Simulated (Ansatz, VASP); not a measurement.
## One calculation of Mg2B, two programs

```
CELL_PARAMETERS angstrom
-1.47036 1.47036 5.44537
1.47036 -1.47036 5.44537
1.47036 1.47036 -5.44537
ATOMIC_POSITIONS crystal
Mg 0.63114 0.63114 0.00000
Mg 0.36886 0.36886 0.00000
B 0.00000 0.00000 0.00000
```

Alike in both runs: functional PBE; k mesh 18 × 18 × 18; occupations gaussian, width 0.1 eV; no spin polarisation.

Ansatz relaxed the structure, and its values are those at the end. VASP's run is a single point on that final structure, the one shown.

|  | VASP | Ansatz |
| --- | --- | --- |
| version | VASP 6.6.1 | Ansatz 0.2.0 |
| potentials or method | VASP PAW PBE potentials, release 64 (Mg, B), cutoff 520 eV | scalar-relativistic, plane waves, PAW |
| valence electrons in the cell | 7 | 23 |

|  | VASP | Ansatz | Ansatz less VASP |
| --- | --- | --- | --- |
| gap on the k mesh at the Fermi level (eV) | none | none | - |
| pressure (GPa) | -0.2 | 0.0 | +0.18 |

A gap of «none» marks a metal or a gap that the smearing closes. VASP's potentials hold 7 valence electrons a cell and Ansatz's 23, so a difference there can come from the potentials and not from the codes.
